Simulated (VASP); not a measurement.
# InP (I4/mmm) in VASP: single point with PBE

Aim: the single point of InP with PBE.

Everything below comes from runs of VASP 6.6.1. Logs are shortened: lines on timing, memory, paths and dates and some standing lists are left out, and cuts for length are marked.

## (1) The cell of the first run

The structure is tetragonal, space group I4/mmm (No. 139). The conventional cell has a = 4.091 Å, b = 4.091 Å, c = 5.272 Å, α = 90.00°, β = 90.00°, γ = 90.00°. In (site symmetry 4/mmm) has 6 P at 2.64 to 2.89 Å within 3.5 Å. Within 3.5 Å of P (site symmetry 4/mmm) lie 6 In at 2.64 to 2.89 Å.

## (2) Single point, PBE (strained)

Input file INCAR:

```
SYSTEM = InP
PREC     = Accurate       ! precision mode
ENCUT    = 500            ! plane-wave cutoff, eV
EDIFF    = 1E-6           ! SCF threshold, eV
ISMEAR   = 0              ! smearing method
SIGMA    = 0.1            ! smearing width, eV
LREAL    = .False.        ! projectors in reciprocal space
LASPH    = .True.         ! aspherical terms in the spheres
NELM     = 120            ! most SCF steps
ALGO     = Normal         ! electronic algorithm
ISIF     = 2              ! what is computed and relaxed
LWAVE    = .False.        ! write WAVECAR
LCHARG   = .False.        ! write CHGCAR
GGA      = PE             ! functional
NBANDS   = 16             ! bands
GGA_COMPAT= .False.
```

Input file KPOINTS:

```
Automatic mesh
0
Gamma
  12 12 12
  0 0 0
```

Input file POSCAR:

```
InP
1.0
    0.0000000000      2.8930000500      2.6360500500
    2.8930000500      0.0000000000      2.6360500500
    2.8930000500      2.8930000500      0.0000000000
In P
1 1
Direct
    0.0000000000      0.0000000000      0.0000000000
    0.5000000000      0.5000000000      0.5000000000
```

Potentials or basis: VASP PAW PBE potentials, release 64 (In_d, P).

The run is started by

```bash
cat potpaw_PBE.64/In_d/POTCAR potpaw_PBE.64/P/POTCAR > POTCAR
mpirun -np 1 vasp_std > vasp.out
```

OUTCAR:

```text
SYSTEM = InP
   PREC = Accurate
   ENCUT = 500
   EDIFF = 1E-6
   ISMEAR = 0
   LREAL = .False.
   LASPH = .True.
   NELM = 120
   ISIF = 2
   GGA = PE

 ion  position               nearest neighbor table
   1  0.000  0.000  0.000-   2 2.64   2 2.64   2 2.89   2 2.89   2 2.89   2 2.89
   2  0.500  0.500  0.500-   1 2.64   1 2.64   1 2.89   1 2.89   1 2.89   1 2.89

  LATTYP: Found a body centered tetragonal cell.
 ALAT       =     4.0913199067
 C/A-ratio  =     1.2886061761

  Lattice vectors:

 A1 = (   0.0000000000,  -2.8930000500,  -2.6360500500)
 A2 = (   0.0000000000,   2.8930000500,  -2.6360500500)
 A3 = (   2.8930000500,   0.0000000000,   2.6360500500)

Analysis of symmetry for initial positions (statically):
=====================================================================
 Subroutine PRICEL returns:
 Original cell was already a primitive cell.

 Routine SETGRP: Setting up the symmetry group for a
 body centered tetragonal supercell.

 Subroutine GETGRP returns: Found 16 space group operations
 (whereof 16 operations were pure point group operations)
 out of a pool of 16 trial point group operations.

The static configuration has the point symmetry D_4h.

Analysis of symmetry for dynamics (positions and initial velocities):
=====================================================================
 Subroutine PRICEL returns:
 Original cell was already a primitive cell.

 Routine SETGRP: Setting up the symmetry group for a
 body centered tetragonal supercell.

 Subroutine GETGRP returns: Found 16 space group operations
 (whereof 16 operations were pure point group operations)
 out of a pool of 16 trial point group operations.

The dynamic configuration has the point symmetry D_4h.

 Subroutine INISYM returns: Found 16 space group operations
 (whereof 16 operations are pure point group operations),
 and found     1 'primitive' translations

----------------------------------------------------------------------------------------

                                     Primitive cell

  volume of cell :      44.1246

  direct lattice vectors                    reciprocal lattice vectors
     0.000000000  2.893000050  2.636050050    -0.172830968  0.172830968  0.189677734
     2.893000050  0.000000000  2.636050050     0.172830968 -0.172830968  0.189677734
     2.893000050  2.893000050  0.000000000     0.172830968  0.172830968 -0.189677734

  length of vectors
     3.913848382  3.913848382  4.091319907     0.309384437  0.309384437  0.309384437

  position of ions in fractional coordinates (direct lattice)
     0.000000000  0.000000000  0.000000000
     0.500000000  0.500000000  0.500000000

  ion indices of the primitive-cell ions
   primitive index   ion index
                 1           1
                 2           2

----------------------------------------------------------------------------------------

 KPOINTS: Automatic mesh

Automatic generation of k-mesh.
 Grid dimensions read from file:
 generate k-points for:   12   12   12

 Generating k-lattice:

  Cartesian coordinates                     Fractional coordinates (reciprocal lattice)
    -0.014402581  0.014402581  0.015806478     0.083333333  0.000000000  0.000000000
     0.014402581 -0.014402581  0.015806478     0.000000000  0.083333333  0.000000000
     0.014402581  0.014402581 -0.015806478     0.000000000  0.000000000  0.083333333

  Length of vectors
     0.025782036  0.025782036  0.025782036

  Shift w.r.t. Gamma in fractional coordinates (k-lattice)
     0.000000000  0.000000000  0.000000000

 Subroutine IBZKPT returns following result:
 ===========================================

 Found    163 irreducible k-points:

 Following reciprocal coordinates:
            Coordinates               Weight
  0.000000  0.000000  0.000000      1.000000
  0.083333 -0.000000  0.000000      8.000000
  0.166667 -0.000000  0.000000      8.000000
  0.250000  0.000000  0.000000      8.000000
  0.333333 -0.000000  0.000000      8.000000
  0.416667 -0.000000  0.000000      8.000000
[... 16 lines left out ...]
  0.500000  0.166667  0.000000      8.000000
 -0.416667  0.166667  0.000000      8.000000
 [... further k-points ...]
   k-points           NKPTS =    163   k-points in BZ     NKDIM =    163   number of bands    NBANDS=     16
   number of dos      NEDOS =    301   number of ions     NIONS =      2
   total plane-waves  NPLWV =  27000
   dimension x,y,z NGX =    30 NGY =   30 NGZ =   30
   dimension x,y,z NGXF=    60 NGYF=   60 NGZF=   60
   ions per type =               1   1
   NGX,Y,Z   is equivalent  to a cutoff of  12.74, 12.74, 12.19 a.u.
   NGXF,Y,Z  is equivalent  to a cutoff of  25.49, 25.49, 24.38 a.u.
 SYSTEM =  InP
   PREC   = accura    normal or accurate (medium, high low for compatibility)
   ISTART =      0    job   : 0-new  1-cont  2-samecut
   ICHARG =      2    charge: 1-file 2-atom 10-const
   ISPIN  =      1    spin polarized calculation?
   LNONCOLLINEAR =      F non collinear calculations
   LSORBIT =      F    spin-orbit coupling
   LASPH  =      T    aspherical Exc in radial PAW
   ENCUT  =  500.0 eV  36.75 Ry    6.06 a.u.   7.14  7.14  7.46*2*pi/ulx,y,z
   NELM   =    120;   NELMIN=  2; NELMDL= -5     # of ELM steps
   EDIFF  = 0.1E-05   stopping-criterion for ELM
   LREAL  =      F    real-space projection
   EDIFFG = 0.1E-04   stopping-criterion for IOM
   NSW    =      0    number of steps for IOM
   IBRION =     -1    ionic relax: 0-MD 1-quasi-New 2-CG
   NFREE  =      0    steps in history (QN), initial steepest desc. (CG)
   ISIF   =      2    stress and relaxation
   ISYM   =      2    0-nonsym 1-usesym 2-fastsym
   POTIM  = 0.5000    time-step for ionic-motion
   TEBEG  =    0.0;   TEEND  =   0.0 temperature during run
   PSTRESS=    0.0 pullay stress
   NELECT =      18.0000    total number of electrons
   NUPDOWN=      -1.0000    fix difference up-down
   EMIN   =  10.00;   EMAX   =-10.00  energy-range for DOS
   EFERMI =   0.00;   METHOD = LEGACY
   ISMEAR =     0;   SIGMA  =   0.10  broadening in eV -4-tet -1-fermi 0-gaus
   EFERMI_NEDOS =   21; number of points for ismear=-14 and -15
   IALGO  =     38    algorithm
   IMIX   =      4    mixing-type and parameters
     AMIX     =   0.40;   BMIX     =  1.00
     AMIX_MAG =   1.60;   BMIX_MAG =  1.00
  volume/ion in A,a.u.               =      22.06       148.88
  Fermi-wavevector in a.u.,A,eV,Ry     =   1.214149  2.294410 20.057150  1.474159
  Thomas-Fermi vector in A             =   2.349579
   LORBIT       =      0    0 simple, 1 ext, 2 COOP (PROOUT), +10 PAW based schemes
   GGA     = PE    functional components
   LHFCALC =     F    Hartree Fock is set to
   AEXX    =    0.0000 exact exchange contribution
   IVDW    =     0    specifies the selected vdW correction
   LEPSILON=     F    determine dielectric tensor
   LRPA    =     F    only Hartree local field effects (RPA)
 non-spin polarized calculation
 Gauss-broadening in eV      SIGMA  =   0.10
  energy-cutoff  :      500.00
  volume of cell :       44.12
 maximum number of plane-waves:      1170
 NGX is ok and might be reduce to    30
   NGX = 15   NGY = 15   NGZ = 15

 number of electron      18.0000004 magnetization

 Free energy of the ion-electron system (eV)
  ---------------------------------------------------
  ext. energy  EPLUGINS =         0.00000000
  ---------------------------------------------------
  free energy    TOTEN  =        -7.82437963 eV

  energy without entropy =       -7.81829120  energy(sigma->0) =       -7.82133541

 E-fermi :   6.5753     XC(G=0): -10.2083

 val. band max:        6.5550573040   @ k =  -0.2500   0.1667   0.0000
 cond. band min:       6.5758612687   @ k =  -0.3333   0.0000   0.1667
 fundamental gap:      0.0208039647
 Fermi energy:         6.5752533057

 k-point     1 :       0.0000    0.0000    0.0000
  band No.  band energies     occupation
      1      -7.6958      2.00000
      2      -7.6373      2.00000
      3      -7.6373      2.00000
      4      -7.6370      2.00000
      5      -7.5987      2.00000
      6      -5.1555      2.00000
[... 8 lines left out ...]
     15      14.1486      0.00000
     16      15.6278      0.00000

 k-point     2 :       0.0833   -0.0000    0.0000
  band No.  band energies     occupation
      1      -7.6974      2.00000
      2      -7.6403      2.00000
      3      -7.6353      2.00000
      4      -7.6309      2.00000
      5      -7.5977      2.00000
      6      -5.0753      2.00000
[... 8 lines left out ...]
     15      14.3451      0.00000
     16      15.9421      0.00000

 k-point     3 :       0.1667   -0.0000    0.0000
  band No.  band energies     occupation
      1      -7.7029      2.00000
      2      -7.6490      2.00000
      3      -7.6310      2.00000
      4      -7.6134      2.00000
      5      -7.5936      2.00000
      6      -4.8374      2.00000
[... 8 lines left out ...]
     15      14.5237      0.00000
     16      15.3399      0.00000

 k-point     4 :       0.2500    0.0000    0.0000
  band No.  band energies     occupation
      1      -7.7121      2.00000
      2      -7.6609      2.00000
      3      -7.6285      2.00000
      4      -7.5895      2.00000
      5      -7.5845      2.00000
      6      -4.4547      2.00000
[... 8 lines left out ...]
     15      15.3130      0.00000
     16      15.4552      0.00000

 k-point     5 :       0.3333   -0.0000    0.0000
  band No.  band energies     occupation
      1      -7.7224      2.00000
      2      -7.6728      2.00000
      3      -7.6294      2.00000
      4      -7.5724      2.00000
      5      -7.5655      2.00000
      6      -3.9656      2.00000
[... 8 lines left out ...]
     15      16.2384      0.00000
     16      16.3728      0.00000

 k-point     6 :       0.4167   -0.0000    0.0000
  band No.  band energies     occupation
      1      -7.7305      2.00000
      2      -7.6815      2.00000
      3      -7.6313      2.00000
      4      -7.5625      2.00000
      5      -7.5477      2.00000
      6      -3.4773      2.00000
[... 8 lines left out ...]
     15      17.1580      0.00000
     16      17.5237      0.00000

 k-point     7 :       0.5000    0.0000    0.0000
  band No.  band energies     occupation
      1      -7.7336      2.00000
      2      -7.6847      2.00000
      3      -7.6322      2.00000
      4      -7.5587      2.00000
      5      -7.5412      2.00000
      6      -3.2436      2.00000
[... 8 lines left out ...]
     15      17.3966      0.00000
     16      18.1962      0.00000

 k-point     8 :       0.0833    0.0833    0.0000
  band No.  band energies     occupation
      1      -7.6933      2.00000
      2      -7.6330      2.00000
      3      -7.6307      2.00000
      4      -7.6307      2.00000
      5      -7.6026      2.00000
      6      -5.0451      2.00000
[... 8 lines left out ...]
     15      15.0467      0.00000
     16      15.0467      0.00000

 k-point     9 :       0.1667    0.0833    0.0000
  band No.  band energies     occupation
      1      -7.6975      2.00000
      2      -7.6381      2.00000
      3      -7.6241      2.00000
      4      -7.6130      2.00000
      5      -7.6037      2.00000
      6      -4.8500      2.00000
[... 8 lines left out ...]
     15      15.2887      0.00000
     16      15.5663      0.00000
[... 172 lines left out ...]
 k-point    19 :       0.1667    0.1667    0.0000
  band No.  band energies     occupation
      1      -7.7080      2.00000
      2      -7.6220      2.00000
      3      -7.6133      2.00000
      4      -7.6119      2.00000
      5      -7.6119      2.00000
      6      -4.6888      2.00000
[... 8 lines left out ...]
     15      16.0619      0.00000
     16      16.7479      0.00000

 k-point    20 :       0.2500    0.1667    0.0000
  band No.  band energies     occupation
      1      -7.7311      2.00000
      2      -7.6264      2.00000
      3      -7.6202      2.00000
      4      -7.5977      2.00000
      5      -7.5890      2.00000
      6      -4.3615      2.00000
[... 8 lines left out ...]
     15      16.4209      0.00000
     16      17.2294      0.00000

 k-point    21 :       0.3333    0.1667    0.0000
  band No.  band energies     occupation
      1      -7.7589      2.00000
      2      -7.6365      2.00000
      3      -7.6239      2.00000
      4      -7.5846      2.00000
      5      -7.5638      2.00000
      6      -3.8963      2.00000
[... 8 lines left out ...]
     15      17.3033      0.00000
     16      17.6918      0.00000

 k-point    22 :       0.4167    0.1667    0.0000
  band No.  band energies     occupation
      1      -7.7833      2.00000
      2      -7.6469      2.00000
      3      -7.6238      2.00000
      4      -7.5752      2.00000
      5      -7.5459      2.00000
      6      -3.3663      2.00000
[... 8 lines left out ...]
     15      18.3179      0.00000
     16      18.5831      0.00000

 k-point    23 :       0.5000    0.1667    0.0000
  band No.  band energies     occupation
      1      -7.7982      2.00000
      2      -7.6551      2.00000
      3      -7.6207      2.00000
      4      -7.5710      2.00000
      5      -7.5401      2.00000
      6      -2.9553      2.00000
[... 8 lines left out ...]
     15      18.3242      0.00000
     16      19.0630      0.00000

 k-point    24 :      -0.4167    0.1667    0.0000
  band No.  band energies     occupation
      1      -7.8006      2.00000
      2      -7.6592      2.00000
      3      -7.6166      2.00000
      4      -7.5719      2.00000
      5      -7.5476      2.00000
      6      -2.9581      2.00000
[... 8 lines left out ...]
     15      17.1208      0.00000
     16      18.0552      0.00000

 [... further k-points ...]
[... 5 lines left out ...]
  --------------------------------------------------------------------------------------
  -------------------------------------------------------------------------------------
  Total       -1.3361285     -1.3361285      1.5178528      0.0000000     -0.0000000      0.0000000
  in kB      -48.5152498    -48.5152498     55.1137191      0.0000000     -0.0000000      0.0000000
  external PRESSURE =     -13.9722602 kB  Pullay stress =       0.0000000 kB

 VOLUME and BASIS-vectors are now :
 -----------------------------------------------------------------------------
  energy-cutoff  :      500.00
  volume of cell :       44.12
      direct lattice vectors                 reciprocal lattice vectors
     0.000000000  2.893000050  2.636050050    -0.172830968  0.172830968  0.189677734
     2.893000050  0.000000000  2.636050050     0.172830968 -0.172830968  0.189677734
     2.893000050  2.893000050  0.000000000     0.172830968  0.172830968 -0.189677734

 POSITION                                       TOTAL-FORCE (eV/Angst)
 -----------------------------------------------------------------------------------
      0.00000      0.00000      0.00000         0.000000      0.000000     -0.000000
      2.89300      2.89300      2.63605        -0.000000     -0.000000      0.000000
 -----------------------------------------------------------------------------------
    total drift:                               -0.000000      0.000000      0.000000

  FREE ENERGIE OF THE ION-ELECTRON SYSTEM (eV)
  ---------------------------------------------------
  free  energy   TOTEN  =        -7.8243796298 eV

  energy  without entropy=       -7.8182911969  energy(sigma->0) =       -7.82133541
```

Run time: 2.5 min. Hardware: 1 thread of Intel Xeon 8259CL, shared host; peak memory 0.25 GiB.

What came out:

| Item | Value |
| --- | --- |
| Free energy | -7.8244 eV |
| Pressure | -1.4 GPa |
| Band gap on the k mesh | zero (bands 9 and 10 overlap by 2.73 eV) |

Caveat: the cell differs from its parent crystal (strained); the stress differs along the axes, from -5 to 6 GPa; spin-orbit coupling is left out, which moves the levels of the heavy elements.

The gap in the log of VASP goes by the Fermi energy; the results here count the filled bands.